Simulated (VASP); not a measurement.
Input of a VASP 6.6.1 run:

Contents of INCAR:

```
ALGO     = Normal         # electronic algorithm
DIPOL    = 0.5 0.5 0.318
EDIFF    = 1E-7           # SCF threshold, eV
ENCUT    = 520            # plane-wave cutoff, eV
GGA      = PE             # functional
IDIPOL   = 3            
ISIF     = 2              # what is computed and relaxed
ISMEAR   = 0              # smearing method
IVDW     = 12             # dispersion correction
LASPH    = True           # aspherical terms in the spheres
LCHARG   = False          # write CHGCAR
LDIPOL   = True         
LREAL    = False          # projectors in reciprocal space
LWAVE    = False          # write WAVECAR
NBANDS   = 56             # bands
NELM     = 80             # most SCF steps
PREC     = Accurate       # precision mode
SIGMA    = 0.1            # smearing width, eV
```

Contents of KPOINTS:

```
k-points
0
Gamma
  7 5 1
```

Contents of POSCAR:

```
Sn4CO5
1.0
    3.8363720854      0.0000000000      0.0000000000
    0.0000000000      6.1139355937      0.0000000000
    0.0000000000      0.0000000000     23.2716647157
O Sn C
5 4 1
Direct
    0.0000000000      0.3937311051      0.1718828476
    0.5000000000      0.5905966576      0.2360622870
    0.0000000000      0.7891442786      0.2999263603
    0.5000000000      0.9914786678      0.3618849282
    1.0000000000      1.2414786678      0.4950941351
    0.5000000000      0.2462583311      0.2031056929
    0.0000000000      0.7380694316      0.2048394417
    0.5000000000      0.6484830883      0.3341121374
    0.0000000000      0.1189669940      0.3308043554
    1.0000000000      1.2414786678      0.5445104538
```

Potentials or basis: VASP PAW PBE potentials, release 64 (O, Sn_d, C).

Command:

```sh
$ cat potpaw_PBE.64/O/POTCAR potpaw_PBE.64/Sn_d/POTCAR potpaw_PBE.64/C/POTCAR > POTCAR
$ mpirun -np 1 vasp_std > vasp.out
```

Task: Predict the band gap on the k mesh.

Result: 0.91 eV (least direct gap 0.96 eV).

Task: What does it give for the dispersion energy per atom?

Result: -0.129 eV.

Task: What does it give for the largest force?

Result: 1.264 eV/Å.

Forces on the atoms (eV/Å):
```
O    0.000 -0.331  0.308
O    0.000 -0.245  0.383
O    0.000 -0.017  0.003
O    0.000 -0.012  0.037
O    0.000  0.008  0.693
Sn   0.000  1.260 -0.110
Sn   0.000 -0.680 -0.633
Sn   0.000 -0.077  0.051
Sn   0.000  0.100  0.014
C    0.000 -0.006 -0.744
```

Caveat: spin-orbit coupling is left out, which moves the levels of the heavy elements.
